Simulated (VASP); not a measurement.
The system is PbO.

```
CELL_PARAMETERS angstrom
3.99000 0.00000 0.00000
0.00000 3.99000 0.00000
0.00000 0.00000 5.01000
ATOMIC_POSITIONS crystal
Pb 0.50000 0.00000 0.76000
Pb 0.00000 0.50000 0.24000
O 0.50000 0.50000 0.00000
O 0.00000 0.00000 0.00000
```

Program: VASP 6.6.1. Alike in all runs: task single point; potentials or basis VASP PAW PBE potentials, release 64 (Pb_d, O); no spin polarisation; cell as given; k mesh 4 × 4 × 3; cutoff (eV) 520; smearing fermi-dirac 0.05 eV.

Task: Order these runs on this cell by their pressure, lowest first.
A. level PBE-based screened hybrid with 15 % exact exchange; share of exact exchange 0.15; screening parameter 0.20787 1/Å
B. level PBEsol-based screened hybrid with 25 % exact exchange; share of exact exchange 0.25; screening parameter 0.207 1/Å
C. level B3LYP; share of exact exchange 0.2

Result: B (-3.4 GPa), A (0.7 GPa), C (3.1 GPa).

Caveats: the PAW data sets were made with another functional, which shifts forces and pressure a little; the cell stands under pressure (at least some runs); the cell stands under tension (at least some runs).
